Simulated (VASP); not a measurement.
# Si (Fd-3m) in VASP: single point with r2SCAN

Aim: the single point of Si with r2SCAN.

All numbers are computed with VASP 6.6.1; they aren't measurements. Logs are shortened: lines on timing, memory, paths and dates and some standing lists are left out, and cuts for length are marked.

### Step 1. The cell of the first run

It takes space group Fd-3m (No. 227, cubic). The conventional cell has a = 5.444 Å, b = 5.444 Å, c = 5.444 Å, α = 90.00°, β = 90.00°, γ = 90.00°. Within 3.1 Å of Si (site symmetry -43m) lie 4 Si at 2.36 Å.

### Step 2. Single point, r2SCAN

POSCAR reads:

```
Si
1.0
    0.0000000000      2.7218511900      2.7218511900
    2.7218511900      0.0000000000      2.7218511900
    2.7218511900      2.7218511900      0.0000000000
Si
2
Direct
    0.7500000000      0.7500000000      0.7500000000
    0.5000000000      0.5000000000      0.5000000000
```

INCAR.step1 reads:

```
ALGO = Normal
EDIFF = 1E-4
ENCUT = 520
GGA = PE
ISMEAR = 0
LASPH = T
LCHARG = F
LREAL = F
LWAVE = T
NBANDS = 11
NELM = 80
PREC = Accurate
SIGMA = 0.1
```

INCAR.step2 reads:

```
ALGO = Normal
EDIFF = 1E-6
ENCUT = 520
ISIF = 2
ISMEAR = 0
ISTART = 1
LASPH = T
LCHARG = F
LMIXTAU = T
LREAL = F
LWAVE = F
METAGGA = R2SCAN
NBANDS = 11
NELM = 80
PREC = Accurate
SIGMA = 0.1
```

KPOINTS reads:

```
k-points
0
Gamma
  6 6 6
```

Potentials or basis: VASP PAW PBE potentials, release 64 (Si).

On the command line:

```bash
cat potpaw_PBE.64/Si/POTCAR > POTCAR
cp INCAR.step1 INCAR
mpirun -np 1 vasp_std > vasp.out
cp INCAR.step2 INCAR
mpirun -np 1 vasp_std > vasp.out
```

OUTCAR:

```text
EDIFF = 1E-6
   ENCUT = 520
   ISIF = 2
   ISMEAR = 0
   ISTART = 1
   LASPH = T
   LREAL = F
   METAGGA = R2SCAN
   NELM = 80
   PREC = Accurate

 ion  position               nearest neighbor table
   1  0.750  0.750  0.750-   2 2.36   2 2.36   2 2.36   2 2.36
   2  0.500  0.500  0.500-   1 2.36   1 2.36   1 2.36   1 2.36

  LATTYP: Found a face centered cubic cell.
 ALAT       =     5.4437023800

  Lattice vectors:

 A1 = (   0.0000000000,   2.7218511900,   2.7218511900)
 A2 = (   2.7218511900,   0.0000000000,   2.7218511900)
 A3 = (   2.7218511900,   2.7218511900,   0.0000000000)

Analysis of symmetry for initial positions (statically):
=====================================================================
 Subroutine PRICEL returns:
 Original cell was already a primitive cell.

 Routine SETGRP: Setting up the symmetry group for a
 face centered cubic supercell.

 Subroutine GETGRP returns: Found 48 space group operations
 (whereof 24 operations were pure point group operations)
 out of a pool of 48 trial point group operations.

The static configuration has the point symmetry T_d .
 The point group associated with its full space group is O_h .

Analysis of symmetry for dynamics (positions and initial velocities):
=====================================================================
 Subroutine PRICEL returns:
 Original cell was already a primitive cell.

 Routine SETGRP: Setting up the symmetry group for a
 face centered cubic supercell.

 Subroutine GETGRP returns: Found 48 space group operations
 (whereof 24 operations were pure point group operations)
 out of a pool of 48 trial point group operations.

The dynamic configuration has the point symmetry T_d .
 The point group associated with its full space group is O_h .

 Subroutine INISYM returns: Found 48 space group operations
 (whereof 24 operations are pure point group operations),
 and found     1 'primitive' translations

----------------------------------------------------------------------------------------

                                     Primitive cell

  volume of cell :      40.3295

  direct lattice vectors                    reciprocal lattice vectors
     0.000000000  2.721851190  2.721851190    -0.183698507  0.183698507  0.183698507
     2.721851190  0.000000000  2.721851190     0.183698507 -0.183698507  0.183698507
     2.721851190  2.721851190  0.000000000     0.183698507  0.183698507 -0.183698507

  length of vectors
     3.849278868  3.849278868  3.849278868     0.318175147  0.318175147  0.318175147

  position of ions in fractional coordinates (direct lattice)
     0.750000000  0.750000000  0.750000000
     0.500000000  0.500000000  0.500000000

  ion indices of the primitive-cell ions
   primitive index   ion index
                 1           1
                 2           2

----------------------------------------------------------------------------------------

 KPOINTS: k-points

Automatic generation of k-mesh.
 Grid dimensions read from file:
 generate k-points for:    6    6    6

 Generating k-lattice:

  Cartesian coordinates                     Fractional coordinates (reciprocal lattice)
    -0.030616418  0.030616418  0.030616418     0.166666667  0.000000000  0.000000000
     0.030616418 -0.030616418  0.030616418     0.000000000  0.166666667  0.000000000
     0.030616418  0.030616418 -0.030616418     0.000000000  0.000000000  0.166666667

  Length of vectors
     0.053029191  0.053029191  0.053029191

  Shift w.r.t. Gamma in fractional coordinates (k-lattice)
     0.000000000  0.000000000  0.000000000

 Subroutine IBZKPT returns following result:
 ===========================================

 Found     16 irreducible k-points:

 Following reciprocal coordinates:
            Coordinates               Weight
  0.000000  0.000000  0.000000      1.000000
  0.166667  0.000000  0.000000      8.000000
  0.333333  0.000000  0.000000      8.000000
  0.500000  0.000000  0.000000      4.000000
  0.166667  0.166667  0.000000      6.000000
  0.333333  0.166667  0.000000     24.000000
[... 8 lines left out ...]
 -0.333333  0.333333  0.166667     24.000000
 -0.333333  0.500000  0.166667     12.000000
   k-points           NKPTS =     16   k-points in BZ     NKDIM =     16   number of bands    NBANDS=     11
   number of dos      NEDOS =    301   number of ions     NIONS =      2
   total plane-waves  NPLWV =  27000
   dimension x,y,z NGX =    30 NGY =   30 NGZ =   30
   dimension x,y,z NGXF=    60 NGYF=   60 NGZF=   60
   ions per type =               2
   NGX,Y,Z   is equivalent  to a cutoff of  12.96, 12.96, 12.96 a.u.
   NGXF,Y,Z  is equivalent  to a cutoff of  25.91, 25.91, 25.91 a.u.
 SYSTEM =  unknown system
   PREC   = accura    normal or accurate (medium, high low for compatibility)
   ISTART =      1    job   : 0-new  1-cont  2-samecut
   ICHARG =      0    charge: 1-file 2-atom 10-const
   ISPIN  =      1    spin polarized calculation?
   LNONCOLLINEAR =      F non collinear calculations
   LSORBIT =      F    spin-orbit coupling
   LASPH  =      T    aspherical Exc in radial PAW
   ENCUT  =  520.0 eV  38.22 Ry    6.18 a.u.   7.16  7.16  7.16*2*pi/ulx,y,z
   NELM   =     80;   NELMIN=  2; NELMDL=  0     # of ELM steps
   EDIFF  = 0.1E-05   stopping-criterion for ELM
   LREAL  =      F    real-space projection
   EDIFFG = 0.1E-04   stopping-criterion for IOM
   NSW    =      0    number of steps for IOM
   IBRION =     -1    ionic relax: 0-MD 1-quasi-New 2-CG
   NFREE  =      0    steps in history (QN), initial steepest desc. (CG)
   ISIF   =      2    stress and relaxation
   ISYM   =      2    0-nonsym 1-usesym 2-fastsym
   POTIM  = 0.5000    time-step for ionic-motion
   TEBEG  =    0.0;   TEEND  =   0.0 temperature during run
   PSTRESS=    0.0 pullay stress
   NELECT =       8.0000    total number of electrons
   NUPDOWN=      -1.0000    fix difference up-down
   EMIN   =  10.00;   EMAX   =-10.00  energy-range for DOS
   EFERMI =   0.00;   METHOD = LEGACY
   ISMEAR =     0;   SIGMA  =   0.10  broadening in eV -4-tet -1-fermi 0-gaus
   EFERMI_NEDOS =   21; number of points for ismear=-14 and -15
   IALGO  =     38    algorithm
   IMIX   =      4    mixing-type and parameters
     AMIX     =   0.40;   BMIX     =  1.00
     AMIX_MAG =   1.60;   BMIX_MAG =  1.00
  volume/ion in A,a.u.               =      20.16       136.08
  Fermi-wavevector in a.u.,A,eV,Ry     =   0.954766  1.804247 12.402783  0.911579
  Thomas-Fermi vector in A             =   2.083543
   LORBIT       =      0    0 simple, 1 ext, 2 COOP (PROOUT), +10 PAW based schemes
   METAGGA = R2SCAN    functional components
   LHFCALC =     F    Hartree Fock is set to
   AEXX    =    0.0000 exact exchange contribution
   IVDW    =     0    specifies the selected vdW correction
   LEPSILON=     F    determine dielectric tensor
   LRPA    =     F    only Hartree local field effects (RPA)
 non-spin polarized calculation
 Gauss-broadening in eV      SIGMA  =   0.10
  energy-cutoff  :      520.00
  volume of cell :       40.33
 maximum number of plane-waves:      1106
 NGX is ok and might be reduce to    30
   NGX = 15   NGY = 15   NGZ = 15

 number of electron       8.0000001 magnetization

 Free energy of the ion-electron system (eV)
  ---------------------------------------------------
  ext. energy  EPLUGINS =         0.00000000
  ---------------------------------------------------
  free energy    TOTEN  =       -17.52897939 eV

  energy without entropy =      -17.52897939  energy(sigma->0) =      -17.52897939

 E-fermi :   6.1004     XC(G=0):  -9.8227

 val. band max:        5.6713592962   @ k =   0.0000   0.0000   0.0000
 cond. band min:       6.6027697733   @ k =   0.5000   0.5000   0.0000
 fundamental gap:      0.9314104772
 Fermi energy:         6.1004170120

 k-point     1 :       0.0000    0.0000    0.0000
  band No.  band energies     occupation
      1      -6.8040      2.00000
      2       5.6714      2.00000
      3       5.6714      2.00000
      4       5.6714      2.00000
      5       8.4250      0.00000
      6       8.4250      0.00000
      7       8.4250      0.00000
      8       9.5734      0.00000
      9      13.7910      0.00000
     10      13.7910      0.00000
     11      14.3357      0.00000

 k-point     2 :       0.1667    0.0000    0.0000
  band No.  band energies     occupation
      1      -6.4261      2.00000
      2       3.2260      2.00000
      3       5.1981      2.00000
      4       5.1981      2.00000
      5       8.3211      0.00000
      6       9.1076      0.00000
      7       9.1076      0.00000
      8      11.6476      0.00000
      9      13.1643      0.00000
     10      13.1643      0.00000
     11      15.4641      0.00000

 k-point     3 :       0.3333    0.0000    0.0000
  band No.  band energies     occupation
      1      -5.3644      2.00000
      2       0.1442      2.00000
      3       4.6157      2.00000
      4       4.6157      2.00000
      5       7.7531      0.00000
      6       9.4301      0.00000
      7       9.4301      0.00000
      8      14.1304      0.00000
      9      14.1304      0.00000
     10      14.1343      0.00000
     11      15.4915      0.00000
[... 155 lines left out ...]
 k-point    15 :      -0.3333    0.3333    0.1667
  band No.  band energies     occupation
      1      -3.3798      2.00000
      2      -1.4395      2.00000
      3       1.5190      2.00000
      4       2.7982      2.00000
      5       9.3175      0.00000
      6       9.5522      0.00000
      7      12.1970      0.00000
      8      12.6588      0.00000
      9      13.7255      0.00000
     10      17.4564      0.00000
     11      18.3737      0.00000

 k-point    16 :      -0.3333    0.5000    0.1667
  band No.  band energies     occupation
      1      -2.3390      2.00000
      2      -2.3390      2.00000
      3       1.8870      2.00000
      4       1.8870      2.00000
      5       8.6990      0.00000
      6       8.6990      0.00000
      7      12.9053      0.00000
      8      12.9053      0.00000
      9      16.9100      0.00000
     10      16.9100      0.00000
     11      19.4129      0.00000

------------------------ aborting loop because EDIFF is reached ----------------------------------------

  FORCE on cell =-STRESS in cart. coord.  units (eV):
  Direction    XX          YY          ZZ          XY          YZ          ZX
  --------------------------------------------------------------------------------------
  -------------------------------------------------------------------------------------
  Total       -0.0359944     -0.0359944     -0.0359944      0.0000000      0.0000000     -0.0000000
  in kB       -1.4299544     -1.4299544     -1.4299544      0.0000000      0.0000000     -0.0000000
  external PRESSURE =      -1.4299544 kB  Pullay stress =       0.0000000 kB

 VOLUME and BASIS-vectors are now :
 -----------------------------------------------------------------------------
  energy-cutoff  :      520.00
  volume of cell :       40.33
      direct lattice vectors                 reciprocal lattice vectors
     0.000000000  2.721851190  2.721851190    -0.183698507  0.183698507  0.183698507
     2.721851190  0.000000000  2.721851190     0.183698507 -0.183698507  0.183698507
     2.721851190  2.721851190  0.000000000     0.183698507  0.183698507 -0.183698507

 POSITION                                       TOTAL-FORCE (eV/Angst)
 -----------------------------------------------------------------------------------
      4.08278      4.08278      4.08278         0.000000     -0.000000      0.000000
      2.72185      2.72185      2.72185        -0.000000      0.000000     -0.000000
 -----------------------------------------------------------------------------------
    total drift:                                0.000000     -0.000000     -0.000000

  FREE ENERGIE OF THE ION-ELECTRON SYSTEM (eV)
  ---------------------------------------------------
  free  energy   TOTEN  =       -17.5289793895 eV

  energy  without entropy=      -17.5289793895  energy(sigma->0) =      -17.52897939
```

It took 39 s on 1 thread of AMD EPYC 7R43 (Zen 3), shared host; peak memory 0.12 GiB.

What came out:

| Quantity | Value |
| --- | --- |
| Free energy | -17.5290 eV |
| Pressure | -0.1 GPa |
| Band gap on the k mesh | 0.93 eV, indirect (least direct gap 2.75 eV) |

Caveat: the PAW data sets were made with another functional, which shifts forces and pressure a little. r2SCAN opens gaps a little over a GGA but as a rule still falls short of measured ones.
